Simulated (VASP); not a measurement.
# BN (R3m) in VASP: single point with PBEsol

Aim: the single point of BN with PBEsol.

Everything below comes from runs of VASP 6.6.1. Logs are shortened: lines on timing, memory, paths and dates and some standing lists are left out, and cuts for length are marked.

### 1 The cell of the first run

It takes space group R3m (No. 160, trigonal). Conventional cell: a = 2.502 Å, b = 2.502 Å, c = 10.119 Å, α = 90.00°, β = 90.00°, γ = 120.00°. Within 1.9 Å of B (site symmetry 3m) lie 3 N at 1.44 Å. N (site symmetry 3m) has 3 B at 1.44 Å within 1.9 Å.

### 2 Single point, PBEsol

The input, INCAR:

```
PREC = Accurate
ENCUT = 600
EDIFF = 1E-6
ISMEAR = -1
SIGMA = 0.1
LREAL = F
LASPH = T
NELM = 120
ALGO = Normal
ISIF = 2
LWAVE = F
LCHARG = F
GGA = PS
NBANDS = 11
GGA_COMPAT = F
```

The input, KPOINTS:

```
Automatic mesh
0
Gamma
  10 10 10
```

The input, POSCAR:

```
BN
1.0
    1.2511217800      0.7223355000      3.3729344000
   -1.2511217800      0.7223355000      3.3729344000
    0.0000000000     -1.4446710000      3.3729344000
B N
1 1
Direct
    0.9996712000      0.9996712000      0.9996712000
    0.3327618000      0.3327618000      0.3327618000
```

Potentials or basis: VASP PAW PBE potentials, release 64 (B, N).

Launch:

```console
$ cat potpaw_PBE.64/B/POTCAR potpaw_PBE.64/N/POTCAR > POTCAR
$ mpirun -np 1 vasp_std > vasp.out
```

OUTCAR:

```text
PREC = Accurate
   ENCUT = 600
   EDIFF = 1E-6
   ISMEAR = -1
   LREAL = F
   LASPH = T
   NELM = 120
   ISIF = 2
   GGA = PS

 ion  position               nearest neighbor table
   1  1.000  1.000  1.000-   2 1.44   2 1.44   2 1.44
   2  0.333  0.333  0.333-   1 1.44   1 1.44   1 1.44

  LATTYP: Found a trigonal (rhomboedric) cell.
 ALAT       =     3.6692997629
 COS(alpha) =     0.7674786788

  Lattice vectors:

 A1 = (   1.2511217800,   0.7223355000,   3.3729344000)
 A2 = (  -1.2511217800,   0.7223355000,   3.3729344000)
 A3 = (   0.0000000000,  -1.4446710000,   3.3729344000)

Analysis of symmetry for initial positions (statically):
=====================================================================
 Subroutine PRICEL returns:
 Original cell was already a primitive cell.

 Routine SETGRP: Setting up the symmetry group for a
 trigonal (rhombohedral) supercell.

 Subroutine GETGRP returns: Found  6 space group operations
 (whereof  6 operations were pure point group operations)
 out of a pool of 12 trial point group operations.

The static configuration has the point symmetry C_3v.

Analysis of symmetry for dynamics (positions and initial velocities):
=====================================================================
 Subroutine PRICEL returns:
 Original cell was already a primitive cell.

 Routine SETGRP: Setting up the symmetry group for a
 trigonal (rhombohedral) supercell.

 Subroutine GETGRP returns: Found  6 space group operations
 (whereof  6 operations were pure point group operations)
 out of a pool of 12 trial point group operations.

The dynamic configuration has the point symmetry C_3v.

 Subroutine INISYM returns: Found  6 space group operations
 (whereof  6 operations are pure point group operations),
 and found     1 'primitive' translations

----------------------------------------------------------------------------------------

                                     Primitive cell

  volume of cell :      18.2893

  direct lattice vectors                    reciprocal lattice vectors
     1.251121780  0.722335500  3.372934400     0.399641352  0.230733041  0.098825916
    -1.251121780  0.722335500  3.372934400    -0.399641352  0.230733041  0.098825916
     0.000000000 -1.444671000  3.372934400     0.000000000 -0.461466082  0.098825916

  length of vectors
     3.669299763  3.669299763  3.669299765     0.471929559  0.471929559  0.471929557

  position of ions in fractional coordinates (direct lattice)
     0.999671200  0.999671200  0.999671200
     0.332761800  0.332761800  0.332761800

  ion indices of the primitive-cell ions
   primitive index   ion index
                 1           1
                 2           2

----------------------------------------------------------------------------------------

 KPOINTS: Automatic mesh

Automatic generation of k-mesh.
 Grid dimensions read from file:
 generate k-points for:   10   10   10

 Generating k-lattice:

  Cartesian coordinates                     Fractional coordinates (reciprocal lattice)
     0.039964135  0.023073304  0.009882592     0.100000000 -0.000000000  0.000000000
    -0.039964135  0.023073304  0.009882592    -0.000000000  0.100000000  0.000000000
     0.000000000 -0.046146608  0.009882592     0.000000000  0.000000000  0.100000000

  Length of vectors
     0.047192956  0.047192956  0.047192956

  Shift w.r.t. Gamma in fractional coordinates (k-lattice)
     0.000000000  0.000000000  0.000000000

 Subroutine IBZKPT returns following result:
 ===========================================

 Found    116 irreducible k-points:

 Following reciprocal coordinates:
            Coordinates               Weight
  0.000000  0.000000  0.000000      1.000000
  0.100000  0.000000  0.000000      6.000000
  0.200000  0.000000  0.000000      6.000000
  0.300000  0.000000  0.000000      6.000000
  0.400000  0.000000  0.000000      6.000000
  0.500000  0.000000  0.000000      3.000000
[... 16 lines left out ...]
  0.300000  0.300000  0.000000      6.000000
  0.400000  0.300000 -0.000000     12.000000
 [... further k-points ...]
   k-points           NKPTS =    116   k-points in BZ     NKDIM =    116   number of bands    NBANDS=     11
   number of dos      NEDOS =    301   number of ions     NIONS =      2
   total plane-waves  NPLWV =  27000
   dimension x,y,z NGX =    30 NGY =   30 NGZ =   30
   dimension x,y,z NGXF=    60 NGYF=   60 NGZF=   60
   ions per type =               1   1
   NGX,Y,Z   is equivalent  to a cutoff of  13.59, 13.59, 13.59 a.u.
   NGXF,Y,Z  is equivalent  to a cutoff of  27.18, 27.18, 27.18 a.u.
 SYSTEM =  unknown system
   PREC   = accura    normal or accurate (medium, high low for compatibility)
   ISTART =      0    job   : 0-new  1-cont  2-samecut
   ICHARG =      2    charge: 1-file 2-atom 10-const
   ISPIN  =      1    spin polarized calculation?
   LNONCOLLINEAR =      F non collinear calculations
   LSORBIT =      F    spin-orbit coupling
   LASPH  =      T    aspherical Exc in radial PAW
   ENCUT  =  600.0 eV  44.10 Ry    6.64 a.u.   7.33  7.33  7.33*2*pi/ulx,y,z
   NELM   =    120;   NELMIN=  2; NELMDL= -5     # of ELM steps
   EDIFF  = 0.1E-05   stopping-criterion for ELM
   LREAL  =      F    real-space projection
   EDIFFG = 0.1E-04   stopping-criterion for IOM
   NSW    =      0    number of steps for IOM
   IBRION =     -1    ionic relax: 0-MD 1-quasi-New 2-CG
   NFREE  =      0    steps in history (QN), initial steepest desc. (CG)
   ISIF   =      2    stress and relaxation
   ISYM   =      2    0-nonsym 1-usesym 2-fastsym
   POTIM  = 0.5000    time-step for ionic-motion
   TEBEG  =    0.0;   TEEND  =   0.0 temperature during run
   PSTRESS=    0.0 pullay stress
   NELECT =       8.0000    total number of electrons
   NUPDOWN=      -1.0000    fix difference up-down
   EMIN   =  10.00;   EMAX   =-10.00  energy-range for DOS
   EFERMI =   0.00;   METHOD = LEGACY
   ISMEAR =    -1;   SIGMA  =   0.10  broadening in eV -4-tet -1-fermi 0-gaus
   EFERMI_NEDOS =   21; number of points for ismear=-14 and -15
   IALGO  =     38    algorithm
   IMIX   =      4    mixing-type and parameters
     AMIX     =   0.40;   BMIX     =  1.00
     AMIX_MAG =   1.60;   BMIX_MAG =  1.00
  volume/ion in A,a.u.               =       9.14        61.71
  Fermi-wavevector in a.u.,A,eV,Ry     =   1.242717  2.348395 21.012099  1.544346
  Thomas-Fermi vector in A             =   2.377059
   LORBIT       =      0    0 simple, 1 ext, 2 COOP (PROOUT), +10 PAW based schemes
   GGA     = PS    functional components
   LHFCALC =     F    Hartree Fock is set to
   AEXX    =    0.0000 exact exchange contribution
   IVDW    =     0    specifies the selected vdW correction
   LEPSILON=     F    determine dielectric tensor
   LRPA    =     F    only Hartree local field effects (RPA)
 non-spin polarized calculation
  energy-cutoff  :      600.00
  volume of cell :       18.29
 maximum number of plane-waves:       624
 NGX is ok and might be reduce to    30
   NGX = 15   NGY = 15   NGZ = 15

 number of electron       8.0000000 magnetization

 Free energy of the ion-electron system (eV)
  ---------------------------------------------------
  ext. energy  EPLUGINS =         0.00000000
  ---------------------------------------------------
  free energy    TOTEN  =       -18.28799763 eV

  energy without entropy =      -18.28799763  energy(sigma->0) =      -18.28799763

 E-fermi :   4.2023     XC(G=0): -10.2084

 val. band max:        2.0844092163   @ k =  -0.3000   0.3000   0.0000
 cond. band min:       6.2263475642   @ k =   0.5000   0.5000   0.0000
 fundamental gap:      4.1419383479
 Fermi energy:         4.2022798633

 k-point     1 :       0.0000    0.0000    0.0000
  band No.  band energies     occupation
      1     -15.6885      2.00000
      2      -2.1561      2.00000
      3       0.7878      2.00000
      4       0.7878      2.00000
      5       7.0184      0.00000
      6      13.6894      0.00000
      7      13.6894      0.00000
      8      15.1656      0.00000
      9      16.7697      0.00000
     10      27.7330      0.00000
     11      29.7588      0.00000

 k-point     2 :       0.1000    0.0000    0.0000
  band No.  band energies     occupation
      1     -15.4896      2.00000
      2      -1.9417      2.00000
      3      -0.0152      2.00000
      4       0.4233      2.00000
      5       7.4182      0.00000
      6      13.5801      0.00000
      7      14.4945      0.00000
      8      14.5364      0.00000
      9      17.3854      0.00000
     10      27.2618      0.00000
     11      28.3142      0.00000

 k-point     3 :       0.2000    0.0000    0.0000
  band No.  band energies     occupation
      1     -14.9089      2.00000
      2      -1.9213      2.00000
      3      -1.3002      2.00000
      4      -0.3960      2.00000
      5       8.4339      0.00000
      6      12.7553      0.00000
      7      13.4291      0.00000
      8      16.7571      0.00000
      9      18.7261      0.00000
     10      24.0755      0.00000
     11      26.7273      0.00000

 k-point     4 :       0.3000    0.0000    0.0000
  band No.  band energies     occupation
      1     -14.0126      2.00000
      2      -4.1254      2.00000
      3      -1.2297      2.00000
      4      -0.3157      2.00000
      5       9.5184      0.00000
      6      10.8959      0.00000
      7      13.3884      0.00000
      8      19.5297      0.00000
      9      19.7247      0.00000
     10      22.1978      0.00000
     11      25.0541      0.00000
[... 239 lines left out ...]
 k-point    22 :      -0.2000    0.2000    0.0000
  band No.  band energies     occupation
      1     -13.5352      2.00000
      2      -4.4193      2.00000
      3      -2.6180      2.00000
      4       0.4587      2.00000
      5       9.4612      0.00000
      6      10.5608      0.00000
      7      15.2475      0.00000
      8      17.3168      0.00000
      9      18.4044      0.00000
     10      23.1889      0.00000
     11      25.6255      0.00000

 k-point    23 :       0.3000    0.3000    0.0000
  band No.  band energies     occupation
      1     -13.9600      2.00000
      2      -4.0553      2.00000
      3      -1.2700      2.00000
      4      -0.7898      2.00000
      5       9.3297      0.00000
      6      11.4403      0.00000
      7      13.5409      0.00000
      8      19.6568      0.00000
      9      20.2110      0.00000
     10      21.7157      0.00000
     11      27.7531      0.00000

 k-point    24 :       0.4000    0.3000   -0.0000
  band No.  band energies     occupation
      1     -13.3179      2.00000
      2      -5.0328      2.00000
      3      -2.1421      2.00000
      4      -0.1176      2.00000
      5       8.3551      0.00000
      6      12.3149      0.00000
      7      14.3184      0.00000
      8      19.2683      0.00000
      9      20.1104      0.00000
     10      22.6996      0.00000
     11      26.5981      0.00000

 [... further k-points ...]

------------------------ aborting loop because EDIFF is reached ----------------------------------------

  FORCE on cell =-STRESS in cart. coord.  units (eV):
  Direction    XX          YY          ZZ          XY          YZ          ZX
  --------------------------------------------------------------------------------------
  -------------------------------------------------------------------------------------
  Total        0.1331423      0.1331423      0.0251442      0.0000000      0.0000000      0.0000000
  in kB       11.6635053     11.6635054      2.2026769      0.0000000      0.0000000      0.0000000
  external PRESSURE =       8.5098959 kB  Pullay stress =       0.0000000 kB

 VOLUME and BASIS-vectors are now :
 -----------------------------------------------------------------------------
  energy-cutoff  :      600.00
  volume of cell :       18.29
      direct lattice vectors                 reciprocal lattice vectors
     1.251121780  0.722335500  3.372934400     0.399641352  0.230733041  0.098825916
    -1.251121780  0.722335500  3.372934400    -0.399641352  0.230733041  0.098825916
     0.000000000 -1.444671000  3.372934400     0.000000000 -0.461466082  0.098825916

 POSITION                                       TOTAL-FORCE (eV/Angst)
 -----------------------------------------------------------------------------------
      0.00000      0.00000     10.11548         0.000000      0.000000     -0.002675
      0.00000      0.00000      3.36715         0.000000      0.000000      0.002675
 -----------------------------------------------------------------------------------
    total drift:                               -0.000000     -0.000000      0.000068

  FREE ENERGIE OF THE ION-ELECTRON SYSTEM (eV)
  ---------------------------------------------------
  free  energy   TOTEN  =       -18.2879976301 eV

  energy  without entropy=      -18.2879976300  energy(sigma->0) =      -18.28799763
```

Wall time 47 s (1 thread of Intel Xeon 8259CL, shared host); peak memory 0.17 GiB.

Results:

```yaml
Free_energy: -18.2880 eV
Pressure: 0.9 GPa
Band_gap_on_the_k_mesh: 4.14 eV (least direct gap 4.83 eV)
```

Forces in eV/Å, atoms in the order of the input:
```
B    0.000  0.000 -0.003
N    0.000  0.000  0.003
```

Levels at points of the mesh, in eV from the valence-band top:
```tsv
k point	band 1	band 2	band 3	band 4	band 5	band 6	band 7	band 8	band 9
(0.00, 0.00, 0.00)	-17.77	-4.24	-1.30	-1.30	4.93	11.60	11.60	13.08	14.69
(0.50, 0.00, 0.00)	-14.55	-8.98	-4.10	-0.64	5.18	9.82	12.83	14.81	19.73
(0.50, 0.50, 0.00)	-14.48	-8.85	-4.15	-1.22	4.14	9.81	14.02	17.35	20.15
(0.50, 0.50, 0.50)	-17.51	-6.24	-1.31	-1.31	9.94	11.53	11.53	12.20	16.21
```

Caveat: the PAW data sets were made with another functional, which shifts forces and pressure a little.
